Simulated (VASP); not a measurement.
# LaWI (Pmmn) in VASP: single point with PBE

Aim: the single point of LaWI with PBE.

All numbers are computed with VASP 6.6.1; they aren't measurements. Logs are shortened: lines on timing, memory, paths and dates and some standing lists are left out, and cuts for length are marked.

**1. The cell of the first run**

It takes space group Pmmn (No. 59, orthorhombic). Conventional cell: a = 4.157 Å, b = 4.172 Å, c = 9.342 Å, α = 90.00°, β = 90.00°, γ = 90.00°. Within 4.2 Å of La (site symmetry mm2) lie 5 W at 3.08 to 3.23 Å and 4 I at 3.32 to 3.34 Å and 4 La at 4.16 to 4.17 Å. Within 4.2 Å of W (site symmetry mm2) lie 5 La at 3.08 to 3.23 Å and 8 W at 3.75 to 4.17 Å and 4 I at 4.07 to 4.10 Å. I (site symmetry mm2) has 4 I at 2.94 Å and 4 La at 3.32 to 3.34 Å within 3.9 Å.

The cell was generated, and may not be a known phase.

**2. Single point, PBE**

Contents of INCAR:

```
SYSTEM = LaWI
ALGO     = Normal         ! electronic algorithm
EDIFF    = 1E-7           ! SCF threshold, eV
ENCUT    = 520            ! plane-wave cutoff, eV
GGA      = PE             ! functional
ISIF     = 2              ! what is computed and relaxed
ISMEAR   = 0              ! smearing method
LASPH    = .True.         ! aspherical terms in the spheres
LCHARG   = .False.        ! write CHGCAR
LREAL    = .False.        ! projectors in reciprocal space
LWAVE    = .False.        ! write WAVECAR
NBANDS   = 41             ! bands
NELM     = 80             ! most SCF steps
PREC     = Accurate       ! precision mode
SIGMA    = 0.1            ! smearing width, eV
```

Contents of KPOINTS:

```
k-points
0
Gamma
  4 4 2
  0 0 0
```

Contents of POSCAR:

```
LaWI
1.0
    4.1572191600      0.0000000000      0.0000000000
    0.0000000000      4.1717593500      0.0000000000
    0.0000000000      0.0000000000      9.3416824700
La W I
2 2 2
Direct
    0.5000000000      0.0000000000      0.7219340100
    0.0000000000      0.5000000000      0.2780659900
    0.5000000000      0.0000000000      0.3756479800
    0.0000000000      0.5000000000      0.6243520200
    0.0000000000      0.0000000000      0.0016499900
    0.5000000000      0.5000000000      0.9983500100
```

Potentials or basis: VASP PAW PBE potentials, release 64 (La, W_sv, I).

Launch:

```
> cat potpaw_PBE.64/La/POTCAR potpaw_PBE.64/W_sv/POTCAR potpaw_PBE.64/I/POTCAR > POTCAR
> mpirun -np 1 vasp_std > vasp.out
```

OUTCAR:

```text
SYSTEM = LaWI
   EDIFF = 1E-7
   ENCUT = 520
   GGA = PE
   ISIF = 2
   ISMEAR = 0
   LASPH = .True.
   LREAL = .False.
   NELM = 80
   PREC = Accurate

 ion  position               nearest neighbor table
   1  0.500  0.000  0.722-   4 3.08   4 3.08   4 3.08   4 3.08   3 3.23   6 3.32   6 3.32   5 3.34
                             5 3.34
   2  0.000  0.500  0.278-   3 3.08   3 3.08   3 3.08   3 3.08   4 3.23   5 3.32   5 3.32   6 3.34
                             6 3.34
   3  0.500  0.000  0.376-   2 3.08   2 3.08   2 3.08   2 3.08   1 3.23
   4  0.000  0.500  0.624-   1 3.08   1 3.08   1 3.08   1 3.08   2 3.23
   5  0.000  0.000  0.002-   6 2.94   6 2.94   6 2.94   6 2.94   2 3.32   2 3.32   1 3.34   1 3.34

   6  0.500  0.500  0.998-   5 2.94   5 2.94   5 2.94   5 2.94   1 3.32   1 3.32   2 3.34   2 3.34

  LATTYP: Found a simple orthorhombic cell.
 ALAT       =     4.1572191600
 B/A-ratio  =     1.0034975760
 C/A-ratio  =     2.2470988684

  Lattice vectors:

 A1 = (   4.1572191600,   0.0000000000,   0.0000000000)
 A2 = (   0.0000000000,   4.1717593500,   0.0000000000)
 A3 = (   0.0000000000,   0.0000000000,   9.3416824700)

Analysis of symmetry for initial positions (statically):
=====================================================================
 Subroutine PRICEL returns:
 Original cell was already a primitive cell.

 Routine SETGRP: Setting up the symmetry group for a
 simple orthorhombic supercell.

 Subroutine GETGRP returns: Found  8 space group operations
 (whereof  4 operations were pure point group operations)
 out of a pool of  8 trial point group operations.

The static configuration has the point symmetry C_2v.
 The point group associated with its full space group is D_2h.

Analysis of symmetry for dynamics (positions and initial velocities):
=====================================================================
 Subroutine PRICEL returns:
 Original cell was already a primitive cell.

 Routine SETGRP: Setting up the symmetry group for a
 simple orthorhombic supercell.

 Subroutine GETGRP returns: Found  8 space group operations
 (whereof  4 operations were pure point group operations)
 out of a pool of  8 trial point group operations.

The dynamic configuration has the point symmetry C_2v.
 The point group associated with its full space group is D_2h.

 Subroutine INISYM returns: Found  8 space group operations
 (whereof  4 operations are pure point group operations),
 and found     1 'primitive' translations

----------------------------------------------------------------------------------------

                                     Primitive cell

  volume of cell :     162.0120

  direct lattice vectors                    reciprocal lattice vectors
     4.157219160  0.000000000  0.000000000     0.240545413  0.000000000  0.000000000
     0.000000000  4.171759350  0.000000000     0.000000000  0.239707020  0.000000000
     0.000000000  0.000000000  9.341682470     0.000000000  0.000000000  0.107047098

  length of vectors
     4.157219160  4.171759350  9.341682470     0.240545413  0.239707020  0.107047098

  position of ions in fractional coordinates (direct lattice)
     0.500000000  0.000000000  0.721934010
     0.000000000  0.500000000  0.278065990
     0.500000000  0.000000000  0.375647980
     0.000000000  0.500000000  0.624352020
     0.000000000  0.000000000  0.001649990
     0.500000000  0.500000000  0.998350010

  ion indices of the primitive-cell ions
   primitive index   ion index
                 1           1
                 2           2
                 3           3
                 4           4
                 5           5
                 6           6

----------------------------------------------------------------------------------------

 KPOINTS: k-points

Automatic generation of k-mesh.
 Grid dimensions read from file:
 generate k-points for:    4    4    2

 Generating k-lattice:

  Cartesian coordinates                     Fractional coordinates (reciprocal lattice)
     0.060136353  0.000000000  0.000000000     0.250000000  0.000000000  0.000000000
     0.000000000  0.059926755  0.000000000     0.000000000  0.250000000  0.000000000
     0.000000000  0.000000000  0.053523549     0.000000000  0.000000000  0.500000000

  Length of vectors
     0.060136353  0.059926755  0.053523549

  Shift w.r.t. Gamma in fractional coordinates (k-lattice)
     0.000000000  0.000000000  0.000000000

 Subroutine IBZKPT returns following result:
 ===========================================

 Found     18 irreducible k-points:

 Following reciprocal coordinates:
            Coordinates               Weight
  0.000000  0.000000  0.000000      1.000000
  0.250000  0.000000  0.000000      2.000000
  0.500000  0.000000  0.000000      1.000000
  0.000000  0.250000  0.000000      2.000000
  0.250000  0.250000  0.000000      4.000000
  0.500000  0.250000  0.000000      2.000000
[... 10 lines left out ...]
  0.250000  0.500000  0.500000      2.000000
  0.500000  0.500000  0.500000      1.000000
   k-points           NKPTS =     18   k-points in BZ     NKDIM =     18   number of bands    NBANDS=     41
   number of dos      NEDOS =    301   number of ions     NIONS =      6
   total plane-waves  NPLWV =  71680
   dimension x,y,z NGX =    32 NGY =   32 NGZ =   70
   dimension x,y,z NGXF=    64 NGYF=   64 NGZF=  140
   ions per type =               2   2   2
   NGX,Y,Z   is equivalent  to a cutoff of  12.80, 12.75, 12.46 a.u.
   NGXF,Y,Z  is equivalent  to a cutoff of  25.59, 25.50, 24.91 a.u.
 SYSTEM =  LaWI
   PREC   = accura    normal or accurate (medium, high low for compatibility)
   ISTART =      0    job   : 0-new  1-cont  2-samecut
   ICHARG =      2    charge: 1-file 2-atom 10-const
   ISPIN  =      1    spin polarized calculation?
   LNONCOLLINEAR =      F non collinear calculations
   LSORBIT =      F    spin-orbit coupling
   LASPH  =      T    aspherical Exc in radial PAW
   ENCUT  =  520.0 eV  38.22 Ry    6.18 a.u.   7.73  7.76 17.37*2*pi/ulx,y,z
   NELM   =     80;   NELMIN=  2; NELMDL= -5     # of ELM steps
   EDIFF  = 0.1E-06   stopping-criterion for ELM
   LREAL  =      F    real-space projection
   EDIFFG = 0.1E-05   stopping-criterion for IOM
   NSW    =      0    number of steps for IOM
   IBRION =     -1    ionic relax: 0-MD 1-quasi-New 2-CG
   NFREE  =      0    steps in history (QN), initial steepest desc. (CG)
   ISIF   =      2    stress and relaxation
   ISYM   =      2    0-nonsym 1-usesym 2-fastsym
   POTIM  = 0.5000    time-step for ionic-motion
   TEBEG  =    0.0;   TEEND  =   0.0 temperature during run
   PSTRESS=    0.0 pullay stress
   NELECT =      64.0000    total number of electrons
   NUPDOWN=      -1.0000    fix difference up-down
   EMIN   =  10.00;   EMAX   =-10.00  energy-range for DOS
   EFERMI =   0.00;   METHOD = LEGACY
   ISMEAR =     0;   SIGMA  =   0.10  broadening in eV -4-tet -1-fermi 0-gaus
   EFERMI_NEDOS =   21; number of points for ismear=-14 and -15
   IALGO  =     38    algorithm
   IMIX   =      4    mixing-type and parameters
     AMIX     =   0.40;   BMIX     =  1.00
     AMIX_MAG =   1.60;   BMIX_MAG =  1.00
  volume/ion in A,a.u.               =      27.00       182.22
  Fermi-wavevector in a.u.,A,eV,Ry     =   1.201210  2.269958 19.631932  1.442906
  Thomas-Fermi vector in A             =   2.337025
   LORBIT       =      0    0 simple, 1 ext, 2 COOP (PROOUT), +10 PAW based schemes
   GGA     = PE    functional components
   LHFCALC =     F    Hartree Fock is set to
   AEXX    =    0.0000 exact exchange contribution
   IVDW    =     0    specifies the selected vdW correction
   LEPSILON=     F    determine dielectric tensor
   LRPA    =     F    only Hartree local field effects (RPA)
 non-spin polarized calculation
 Gauss-broadening in eV      SIGMA  =   0.10
  energy-cutoff  :      520.00
  volume of cell :      162.01
 maximum number of plane-waves:      4390
 NGX is ok and might be reduce to    32
   NGX = 15   NGY = 15   NGZ = 35

 number of electron      64.0000005 magnetization

 Free energy of the ion-electron system (eV)
  ---------------------------------------------------
  ext. energy  EPLUGINS =         0.00000000
  ---------------------------------------------------
  free energy    TOTEN  =       -30.28529086 eV

  energy without entropy =      -30.22289406  energy(sigma->0) =      -30.25409246

 E-fermi :   8.5068     XC(G=0): -10.6149

 val. band max:        8.4915898297   @ k =   0.5000   0.2500   0.0000
 cond. band min:       8.5095365387   @ k =   0.0000   0.5000   0.5000
 fundamental gap:      0.0179467089
 Fermi energy:         8.5068427321

 k-point     1 :       0.0000    0.0000    0.0000
  band No.  band energies     occupation
      1     -65.2843      2.00000
      2     -65.2832      2.00000
      3     -29.4806      2.00000
      4     -29.4786      2.00000
      5     -29.4657      2.00000
      6     -29.4638      2.00000
[... 33 lines left out ...]
     40      11.1032      0.00000
     41      11.1760      0.00000

 k-point     2 :       0.2500    0.0000    0.0000
  band No.  band energies     occupation
      1     -65.2841      2.00000
      2     -65.2833      2.00000
      3     -29.4847      2.00000
      4     -29.4777      2.00000
      5     -29.4741      2.00000
      6     -29.4672      2.00000
[... 33 lines left out ...]
     40      10.9876      0.00000
     41      11.1280      0.00000

 k-point     3 :       0.5000    0.0000    0.0000
  band No.  band energies     occupation
      1     -65.2836      2.00000
      2     -65.2836      2.00000
      3     -29.4873      2.00000
      4     -29.4873      2.00000
      5     -29.4717      2.00000
      6     -29.4717      2.00000
[... 33 lines left out ...]
     40      11.3340      0.00000
     41      11.4647      0.00000

 k-point     4 :       0.0000    0.2500    0.0000
  band No.  band energies     occupation
      1     -65.2841      2.00000
      2     -65.2833      2.00000
      3     -29.4865      2.00000
      4     -29.4758      2.00000
      5     -29.4757      2.00000
      6     -29.4653      2.00000
[... 561 lines left out ...]
     40      11.2822      0.00000
     41      11.2967      0.00000

 k-point    17 :       0.2500    0.5000    0.5000
  band No.  band energies     occupation
      1     -65.2836      2.00000
      2     -65.2836      2.00000
      3     -29.4884      2.00000
      4     -29.4884      2.00000
      5     -29.4714      2.00000
      6     -29.4714      2.00000
[... 33 lines left out ...]
     40      10.9673      0.00000
     41      11.4629      0.00000

 k-point    18 :       0.5000    0.5000    0.5000
  band No.  band energies     occupation
      1     -65.2835      2.00000
      2     -65.2835      2.00000
      3     -29.4902      2.00000
      4     -29.4902      2.00000
      5     -29.4707      2.00000
      6     -29.4707      2.00000
[... 33 lines left out ...]
     40      10.7210      0.00000
     41      10.9578      0.00000

------------------------ aborting loop because EDIFF is reached ----------------------------------------

  FORCE on cell =-STRESS in cart. coord.  units (eV):
  Direction    XX          YY          ZZ          XY          YZ          ZX
  --------------------------------------------------------------------------------------
  -------------------------------------------------------------------------------------
  Total        7.3369249      7.6620368     -1.0336344      0.0000000      0.0000000      0.0000000
  in kB       72.5566771     75.7717900    -10.2218682      0.0000000      0.0000000      0.0000000
  external PRESSURE =      46.0355330 kB  Pullay stress =       0.0000000 kB

 VOLUME and BASIS-vectors are now :
 -----------------------------------------------------------------------------
  energy-cutoff  :      520.00
  volume of cell :      162.01
      direct lattice vectors                 reciprocal lattice vectors
     4.157219160  0.000000000  0.000000000     0.240545413  0.000000000  0.000000000
     0.000000000  4.171759350  0.000000000     0.000000000  0.239707020  0.000000000
     0.000000000  0.000000000  9.341682470     0.000000000  0.000000000  0.107047098

 POSITION                                       TOTAL-FORCE (eV/Angst)
 -----------------------------------------------------------------------------------
      2.07861      0.00000      6.74408         0.000000      0.000000     -0.082266
      0.00000      2.08588      2.59760         0.000000      0.000000      0.082266
      2.07861      0.00000      3.50918         0.000000      0.000000      2.198635
      0.00000      2.08588      5.83250         0.000000      0.000000     -2.198635
      0.00000      0.00000      0.01541         0.000000      0.000000      0.067537
      2.07861      2.08588      9.32627         0.000000      0.000000     -0.067537
 -----------------------------------------------------------------------------------
    total drift:                                0.000000      0.000000     -0.000000

  FREE ENERGIE OF THE ION-ELECTRON SYSTEM (eV)
  ---------------------------------------------------
  free  energy   TOTEN  =       -30.2852908606 eV

  energy  without entropy=      -30.2228940572  energy(sigma->0) =      -30.25409246
```

It took 5.4 min on 1 thread of Intel Xeon 8259CL, shared host; peak memory 0.33 GiB.

Results:

- Free energy: -30.2853 eV
- Pressure: 4.6 GPa
- Largest force: 2.199 eV/Å
- Band gap on the k mesh: zero (bands 32 and 33 overlap by 0.82 eV)

Forces in eV/Å, atoms in the order of the input:
```
La   0.000  0.000 -0.082
La   0.000  0.000  0.082
W    0.000  0.000  2.199
W    0.000  0.000 -2.199
I    0.000  0.000  0.068
I    0.000  0.000 -0.068
```

Stress tensor (GPa, compression positive):
```
 7.26  0.00  0.00
 0.00  7.58  0.00
 0.00  0.00 -1.02
```

Levels at points of the mesh, in eV from the Fermi level:
```
           k point  band 30  band 31  band 32  band 33  band 34  band 35
(0.00, 0.00, 0.00)    -0.51    -0.49    -0.25    -0.04     0.01     0.04
(0.50, 0.00, 0.00)    -0.66    -0.44    -0.44    -0.04    -0.04     0.59
(0.00, 0.50, 0.00)    -0.64    -0.44    -0.44    -0.02    -0.02     0.56
(0.50, 0.50, 0.00)     0.10     0.75     0.75     1.08     1.08     1.30
(0.00, 0.00, 0.50)    -0.60    -0.53    -0.53     0.07     0.12     0.15
(0.50, 0.00, 0.50)    -0.83     0.02     0.02     0.18     0.18     0.55
(0.00, 0.50, 0.50)    -0.81     0.00     0.00     0.19     0.19     0.53
(0.50, 0.50, 0.50)    -0.06     0.66     0.66     1.08     1.08     1.65
```

Caveat: the k points lie up to 0.38 Å⁻¹ apart, too coarse for converged energies and pressures of a metal; spin-orbit coupling is left out, which moves the levels of the heavy elements; forces of over 1 eV/Å act on the atoms, so gaps and moduli don't describe the material at rest.
